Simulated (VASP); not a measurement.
# Na (Im-3m) in VASP: further runs

The runs below take Na through single point, relaxation of cell and atoms, with LDA.

Everything below comes from runs of VASP 6.6.1. Logs are shortened: lines on timing, memory, paths and dates and some standing lists are left out, and cuts for length are marked.

### 1 The cell of the first run

Symmetry: Im-3m, No. 229, cubic system. The conventional cell has a = 4.235 Å, b = 4.235 Å, c = 4.235 Å, α = 90.00°, β = 90.00°, γ = 90.00°. Na (site symmetry m-3m) has 14 Na at 3.67 to 4.24 Å within 4.8 Å.

### 2 Single point, LDA

INCAR reads:

```
SYSTEM = Na
PREC     = Accurate       ! precision mode
ENCUT    = 520            ! plane-wave cutoff, eV
EDIFF    = 1E-6           ! SCF threshold, eV
ISMEAR   = 0              ! smearing method
SIGMA    = 0.1            ! smearing width, eV
LREAL    = .False.        ! projectors in reciprocal space
LASPH    = .True.         ! aspherical terms in the spheres
NELM     = 60             ! most SCF steps
ALGO     = Fast           ! electronic algorithm
ISIF     = 2              ! what is computed and relaxed
LWAVE    = .False.        ! write WAVECAR
LCHARG   = .False.        ! write CHGCAR
GGA      = CA             ! functional
NBANDS   = 10             ! bands
```

KPOINTS reads:

```
Automatic mesh
0
Gamma
  6 6 6
  0 0 0
```

POSCAR reads:

```
Na
1.0
   -2.1175000000      2.1175000000      2.1175000000
    2.1175000000     -2.1175000000      2.1175000000
    2.1175000000      2.1175000000     -2.1175000000
Na
1
Direct
    0.0000000000      0.0000000000      0.0000000000
```

Potentials or basis: VASP PAW LDA potentials, release 64 (Na_pv).

On the command line:

```sh
> cat potpaw_LDA.64/Na_pv/POTCAR > POTCAR
> mpirun -np 1 vasp_std > vasp.out
```

OUTCAR:

```text
SYSTEM = Na
   PREC = Accurate
   ENCUT = 520
   EDIFF = 1E-6
   ISMEAR = 0
   LREAL = .False.
   LASPH = .True.
   NELM = 60
   ISIF = 2
   GGA = CA

 ion  position               nearest neighbor table
   1  0.000  0.000  0.000-

  LATTYP: Found a body centered cubic cell.
 ALAT       =     4.2350000000

  Lattice vectors:

 A1 = (  -2.1175000000,   2.1175000000,   2.1175000000)
 A2 = (   2.1175000000,  -2.1175000000,   2.1175000000)
 A3 = (   2.1175000000,   2.1175000000,  -2.1175000000)

Analysis of symmetry for initial positions (statically):
=====================================================================
 Subroutine PRICEL returns:
 Original cell was already a primitive cell.

 Routine SETGRP: Setting up the symmetry group for a
 body centered cubic supercell.

 Subroutine GETGRP returns: Found 48 space group operations
 (whereof 48 operations were pure point group operations)
 out of a pool of 48 trial point group operations.

The static configuration has the point symmetry O_h .

Analysis of symmetry for dynamics (positions and initial velocities):
=====================================================================
 Subroutine PRICEL returns:
 Original cell was already a primitive cell.

 Routine SETGRP: Setting up the symmetry group for a
 body centered cubic supercell.

 Subroutine GETGRP returns: Found 48 space group operations
 (whereof 48 operations were pure point group operations)
 out of a pool of 48 trial point group operations.

The dynamic configuration has the point symmetry O_h .

 Subroutine INISYM returns: Found 48 space group operations
 (whereof 48 operations are pure point group operations),
 and found     1 'primitive' translations

----------------------------------------------------------------------------------------

                                     Primitive cell

  volume of cell :      37.9778

  direct lattice vectors                    reciprocal lattice vectors
    -2.117500000  2.117500000  2.117500000     0.000000000  0.236127509  0.236127509
     2.117500000 -2.117500000  2.117500000     0.236127509  0.000000000  0.236127509
     2.117500000  2.117500000 -2.117500000     0.236127509  0.236127509  0.000000000

  length of vectors
     3.667617585  3.667617585  3.667617585     0.333934725  0.333934725  0.333934725

[... 71 lines left out ...]
   EDIFFG = 0.1E-04   stopping-criterion for IOM
   NSW    =      0    number of steps for IOM
   IBRION =     -1    ionic relax: 0-MD 1-quasi-New 2-CG
   NFREE  =      0    steps in history (QN), initial steepest desc. (CG)
   ISIF   =      2    stress and relaxation
   ISYM   =      2    0-nonsym 1-usesym 2-fastsym
   POTIM  = 0.5000    time-step for ionic-motion
   TEBEG  =    0.0;   TEEND  =   0.0 temperature during run
   PSTRESS=    0.0 pullay stress
   NELECT =       7.0000    total number of electrons
   NUPDOWN=      -1.0000    fix difference up-down
   EMIN   =  10.00;   EMAX   =-10.00  energy-range for DOS
   EFERMI =   0.00;   METHOD = LEGACY
   ISMEAR =     0;   SIGMA  =   0.10  broadening in eV -4-tet -1-fermi 0-gaus
   EFERMI_NEDOS =   21; number of points for ismear=-14 and -15
   IALGO  =     68    algorithm
   IMIX   =      4    mixing-type and parameters
     AMIX     =   0.40;   BMIX     =  1.00
     AMIX_MAG =   1.60;   BMIX_MAG =  1.00
  volume/ion in A,a.u.               =      37.98       256.29
  Fermi-wavevector in a.u.,A,eV,Ry     =   0.931674  1.760609 11.810087  0.868017
  Thomas-Fermi vector in A             =   2.058192
   LORBIT       =      0    0 simple, 1 ext, 2 COOP (PROOUT), +10 PAW based schemes
   GGA     = CA    functional components
   LHFCALC =     F    Hartree Fock is set to
   AEXX    =    0.0000 exact exchange contribution
   IVDW    =     0    specifies the selected vdW correction
   LEPSILON=     F    determine dielectric tensor
   LRPA    =     F    only Hartree local field effects (RPA)
 non-spin polarized calculation
 RMM-DIIS sequential band-by-band and
 Gauss-broadening in eV      SIGMA  =   0.10
  energy-cutoff  :      520.00
  volume of cell :       37.98
 maximum number of plane-waves:      1055
   NGX = 13   NGY = 13   NGZ = 13

 number of electron       7.0000004 magnetization

 Free energy of the ion-electron system (eV)
  ---------------------------------------------------
  ext. energy  EPLUGINS =         0.00000000
  ---------------------------------------------------
  free energy    TOTEN  =        -1.40883351 eV

  energy without entropy =       -1.39645014  energy(sigma->0) =       -1.40264182

 E-fermi :   0.1200     XC(G=0):  -6.6610

 val. band max:       -0.3226360586   @ k =   0.1667   0.1667   0.1667
 cond. band min:       0.1311479107   @ k =   0.3333   0.1667  -0.0000
 fundamental gap:      0.4537839694
 Fermi energy:         0.1200243656

 k-point     1 :       0.0000    0.0000    0.0000
  band No.  band energies     occupation
      1     -24.8687      2.00000
      2     -24.8687      2.00000
      3     -24.8687      2.00000
      4      -3.1375      2.00000
      5      11.5839      0.00000
      6      11.5839      0.00000
      7      11.5839      0.00000
      8      12.6674      0.00000
      9      12.6675      0.00000
     10      13.2747      0.00000
[... 183 lines left out ...]
 k-point    16 :       0.5000    0.5000    0.5000
  band No.  band energies     occupation
      1     -24.8930      2.00000
      2     -24.8930      2.00000
      3     -24.8930      2.00000
      4       4.6389      0.00000
      5       4.6389      0.00000
      6       4.8608      0.00000
      7       4.8608      0.00000
      8       4.8608      0.00000
      9       7.3738      0.00000
     10      19.0853      0.00000

------------------------ aborting loop because EDIFF is reached ----------------------------------------

  FORCE on cell =-STRESS in cart. coord.  units (eV):
  Direction    XX          YY          ZZ          XY          YZ          ZX
  --------------------------------------------------------------------------------------
  -------------------------------------------------------------------------------------
  Total       -0.2379483     -0.2379483     -0.2379483     -0.0000000     -0.0000000      0.0000000
  in kB      -10.0383641    -10.0383641    -10.0383641     -0.0000000     -0.0000000      0.0000000
  external PRESSURE =     -10.0383641 kB  Pullay stress =       0.0000000 kB

 VOLUME and BASIS-vectors are now :
 -----------------------------------------------------------------------------
  energy-cutoff  :      520.00
  volume of cell :       37.98
      direct lattice vectors                 reciprocal lattice vectors
    -2.117500000  2.117500000  2.117500000     0.000000000  0.236127509  0.236127509
     2.117500000 -2.117500000  2.117500000     0.236127509  0.000000000  0.236127509
     2.117500000  2.117500000 -2.117500000     0.236127509  0.236127509  0.000000000

 POSITION                                       TOTAL-FORCE (eV/Angst)
 -----------------------------------------------------------------------------------
      0.00000      0.00000      0.00000        -0.000000     -0.000000     -0.000000
 -----------------------------------------------------------------------------------
    total drift:                               -0.000000     -0.000000     -0.000000

  FREE ENERGIE OF THE ION-ELECTRON SYSTEM (eV)
  ---------------------------------------------------
  free  energy   TOTEN  =        -1.4088335081 eV

  energy  without entropy=       -1.3964501371  energy(sigma->0) =       -1.40264182
```

OSZICAR:

```text
N       E                     dE             d eps       ncg     rms          rms(c)
DAV:   1     0.270156125672E+02    0.27016E+02   -0.36471E+03   322   0.570E+02
DAV:   2    -0.881347334534E+00   -0.27897E+02   -0.27772E+02   336   0.139E+02
DAV:   3    -0.140559372104E+01   -0.52425E+00   -0.52404E+00   390   0.219E+01
DAV:   4    -0.141012913538E+01   -0.45354E-02   -0.45352E-02   396   0.198E+00
DAV:   5    -0.141017762022E+01   -0.48485E-04   -0.48485E-04   376   0.203E-01    0.196E-01
RMM:   6    -0.140929128095E+01    0.88634E-03   -0.39272E-04   413   0.223E-01    0.130E-01
RMM:   7    -0.140883676480E+01    0.45452E-03   -0.59578E-04   422   0.216E-01    0.210E-02
RMM:   8    -0.140882929036E+01    0.74744E-05   -0.16180E-04   422   0.214E-01    0.372E-03
RMM:   9    -0.140883273509E+01   -0.34447E-05   -0.30430E-05   468   0.629E-02    0.260E-03
RMM:  10    -0.140883350809E+01   -0.77301E-06   -0.96517E-06   433   0.517E-02
   1 F= -.14088335E+01 E0= -.14026418E+01  d E =-.123834E-01
```

Wall time 2.2 s (1 thread of Intel Xeon 6975P-C (Granite Rapids), shared host); peak memory 0.12 GiB.

What came out:

| Quantity | Value |
| --- | --- |
| Free energy | -1.4088 eV |
| Pressure | -1.0 GPa |
| Band gap on the k mesh | zero (an odd number of electrons rules out a gap without spin polarisation) |

### 3 Single point, LDA

This run uses another cell than the first one, of 33.31 Å³/atom.

INCAR reads:

```
SYSTEM = Na
PREC = Accurate
ENCUT = 520
EDIFF = 1E-6
ISMEAR = 0
SIGMA = 0.1
LREAL = .False.
LASPH = .True.
NELM = 80
ALGO = Normal
ISIF = 2
LWAVE = .False.
LCHARG = .False.
NBANDS = 10
```

KPOINTS reads:

```
regular mesh
0
Gamma
  14 14 14
  0 0 0
```

POSCAR reads:

```
Na
1.0
   -2.0268959771      2.0268959771      2.0268959771
    2.0268959771     -2.0268959771      2.0268959771
    2.0268959771      2.0268959771     -2.0268959771
Na
1
Direct
    0.0000000000      0.0000000000      0.0000000000
```

Potentials or basis: VASP PAW LDA potentials, release 64 (Na_pv).

On the command line:

```sh
> cat potpaw_LDA.64/Na_pv/POTCAR > POTCAR
> mpirun -np 1 vasp_std > vasp.out
```

It took 7.8 s on 1 thread of Intel Xeon 6975P-C (Granite Rapids), shared host; peak memory 0.14 GiB.

It converged, with:

| Quantity | Value |
| --- | --- |
| Free energy | -1.4553 eV |
| Pressure | 0.0 GPa |
| Band gap on the k mesh | zero (an odd number of electrons rules out a gap without spin polarisation) |

Levels at points of the mesh, in eV from the Fermi level:
```
           k point  band 1  band 2  band 3  band 4  band 5  band 6  band 7
(0.00, 0.00, 0.00)  -24.84  -24.84  -24.84   -3.49   12.36   12.36   12.36
(0.50, 0.00, 0.00)  -24.89  -24.85  -24.84    0.83    1.33    8.67    9.80
(0.50, 0.50, 0.50)  -24.87  -24.87  -24.87    4.78    4.78    5.25    5.25
```

### 4 Single point, LDA

This run uses another cell than the first one, of 33.43 Å³/atom.

INCAR reads:

```
SYSTEM = Na
ALGO = Normal
EDIFF = 1E-6
ENCUT = 520
GGA = CA
ISIF = 2
ISMEAR = -1
LASPH = .TRUE.
LCHARG = .FALSE.
LREAL = .FALSE.
LWAVE = .FALSE.
NBANDS = 10
NELM = 80
PREC = Accurate
SIGMA = 0.15
```

KPOINTS reads:

```
k-points
0
G
  14 14 14
  0 0 0
```

POSCAR reads:

```
Na
1.0
   -2.0293980835      2.0293980835      2.0293980835
    2.0293980835     -2.0293980835      2.0293980835
    2.0293980835      2.0293980835     -2.0293980835
Na
1
Direct
    0.0000000000      0.0000000000      0.0000000000
```

On the command line:

```sh
> cat potpaw_LDA.64/Na_pv/POTCAR > POTCAR
> mpirun -np 1 vasp_std > vasp.out
```

It took 7.9 s on 1 thread of Intel Xeon 6975P-C (Granite Rapids), shared host; peak memory 0.15 GiB.

The run converged. Its results:

```
Free energy            : -1.4710 eV
Pressure               : 0.0 GPa
Band gap on the k mesh : zero (an odd number of electrons rules out a gap without spin polarisation)
```

Levels at points of the mesh, in eV from the Fermi level:
| k point | band 1 | band 2 | band 3 | band 4 | band 5 | band 6 | band 7 | band 8 |
| --- | --- | --- | --- | --- | --- | --- | --- | --- |
| (0.00, 0.00, 0.00) | -24.86 | -24.86 | -24.86 | -3.50 | 12.32 | 12.32 | 12.32 | 13.49 |
| (0.50, 0.00, 0.00) | -24.91 | -24.88 | -24.86 | 0.81 | 1.30 | 8.63 | 9.75 | 9.89 |
| (0.50, 0.50, 0.50) | -24.90 | -24.90 | -24.90 | 4.75 | 4.75 | 5.22 | 5.22 | 5.22 |

### 5 Relaxation of cell and atoms, LDA

This run uses another cell than the first one, of 33.31 Å³/atom.

INCAR reads:

```
SYSTEM = Na
  PREC = Accurate
  ENCUT = 600
  EDIFF = 1E-6
  ISMEAR = 0
  SIGMA = 0.1
  LREAL = .FALSE.
  LASPH = .TRUE.
  NELM = 60
  ALGO = Fast
  ISIF = 3
  LWAVE = .FALSE.
  LCHARG = .FALSE.
  GGA = CA
  IBRION = 2
  NSW = 100
  EDIFFG = -0.002
```

KPOINTS reads:

```
Automatic mesh
0
G
  14 14 14
  0 0 0
```

POSCAR reads:

```
Na
1.0
   -2.0268959771      2.0268959771      2.0268959771
    2.0268959771     -2.0268959771      2.0268959771
    2.0268959771      2.0268959771     -2.0268959771
Na
1
Direct
    0.0000000000      0.0000000000      0.0000000000
```

On the command line:

```sh
> cat potpaw_LDA.64/Na_pv/POTCAR > POTCAR
> mpirun -np 1 vasp_std > vasp.out
```

It took 10 s on 1 thread of Intel Xeon 6975P-C (Granite Rapids), shared host; peak memory 0.15 GiB.

The run converged. Its results:

```yaml
Free_energy: -1.4553 eV
Relaxed_volume: 33.29 Å³/atom
Relaxed_cell: a = 3.510 Å, b = 3.510 Å, c = 3.510 Å, α = 109.47°, β = 109.47°, γ = 109.47°
Space_group_after_relaxing_to_0.1_Å: Im-3m (No. 229)
Energy_gained_by_relaxing: 0.0 meV/atom
Ionic_steps: 2
Pressure_after_relaxing: 0.0 GPa
Band_gap_on_the_k_mesh: zero (an odd number of electrons rules out a gap without spin polarisation)
```

Final structure:
```
CELL_PARAMETERS angstrom
-2.02652 2.02652 2.02652
2.02652 -2.02652 2.02652
2.02652 2.02652 -2.02652
ATOMIC_POSITIONS crystal
Na 0.00000 0.00000 0.00000
```

Levels at points of the mesh, in eV from the Fermi level:
```tsv
k point	band 1	band 2	band 3	band 4	band 5	band 6	band 7
(0.00, 0.00, 0.00)	-24.84	-24.84	-24.84	-3.49	12.37	12.37	12.37
(0.50, 0.00, 0.00)	-24.89	-24.85	-24.84	0.83	1.33	8.67	9.80
(0.50, 0.50, 0.50)	-24.87	-24.87	-24.87	4.78	4.78	5.25	5.25
```

### 6 Relaxation of cell and atoms, LDA

This run uses another cell than the first one, of 33.31 Å³/atom.

INCAR reads:

```
SYSTEM = Na
  ALGO = Fast
  EDIFF = 1E-6
  EDIFFG = -0.001
  ENCUT = 600
  IBRION = 2
  ISIF = 3
  ISMEAR = -1
  LASPH = .TRUE.
  LCHARG = .FALSE.
  LREAL = .FALSE.
  LWAVE = .FALSE.
  NELM = 100
  NSW = 80
  PREC = Accurate
  SIGMA = 0.15
```

KPOINTS reads:

```
k-points
0
G
  14 14 14
  0 0 0
```

POSCAR is that of step 5.

Potentials or basis: VASP PAW LDA potentials, release 64 (Na_pv).

On the command line:

```sh
> cat potpaw_LDA.64/Na_pv/POTCAR > POTCAR
> mpirun -np 1 vasp_std > vasp.out
```

Run time: 11 s. Hardware: 1 thread of Intel Xeon 6975P-C (Granite Rapids), shared host; peak memory 0.15 GiB.

The run converged. Its results:

- Free energy: -1.4710 eV
- Relaxed volume: 33.33 Å³/atom
- Relaxed cell: a = 3.511 Å, b = 3.511 Å, c = 3.511 Å, α = 109.47°, β = 109.47°, γ = 109.47°
- Space group after relaxing (to 0.1 Å): Im-3m (No. 229)
- Energy gained by relaxing: 0.0 meV/atom
- Ionic steps: 2
- Pressure after relaxing: 0.0 GPa
- Band gap on the k mesh: zero (an odd number of electrons rules out a gap without spin polarisation)

Final structure:
```
Na
1.0
    -2.02730    2.02730    2.02730
     2.02730   -2.02730    2.02730
     2.02730    2.02730   -2.02730
Na
1
Direct
  0.00000 0.00000 0.00000
```

Levels at points of the mesh, in eV from the Fermi level:
```csv
k point,band 1,band 2,band 3,band 4,band 5,band 6,band 7
"(0.00, 0.00, 0.00)",-24.86,-24.86,-24.86,-3.51,12.34,12.34,12.34
"(0.50, 0.00, 0.00)",-24.91,-24.87,-24.86,0.81,1.30,8.65,9.77
"(0.50, 0.50, 0.50)",-24.90,-24.90,-24.90,4.76,4.76,5.23,5.23
```

### 7 Summary

```csv
task,cell,k mesh,cutoff (eV),smearing,gap on the mesh (eV),pressure (GPa),relaxed volume (Å³/atom)
single point,"a = 3.668 Å, angles 109.5°, 1 atom",6 × 6 × 6,520,gaussian 0.1 eV,none,-1.0,-
single point,"a = 3.511 Å, angles 109.5°, 1 atom",14 × 14 × 14,520,gaussian 0.1 eV,none,0.0,-
single point,"a = 3.515 Å, angles 109.5°, 1 atom",14 × 14 × 14,520,fermi-dirac 0.15 eV,none,0.0,-
relaxation of cell and atoms,"relaxed from a = 3.511 Å, angles 109.5°, 1 atom",14 × 14 × 14,600,gaussian 0.1 eV,none,0.0,33.29
relaxation of cell and atoms,"relaxed from a = 3.511 Å, angles 109.5°, 1 atom",14 × 14 × 14,600,fermi-dirac 0.15 eV,none,0.0,33.33
```

Alike in all rows: level LDA; potentials or basis VASP PAW LDA potentials, release 64 (Na_pv); no spin polarisation.

Absolute energies hang on the potentials; compare differences alone.
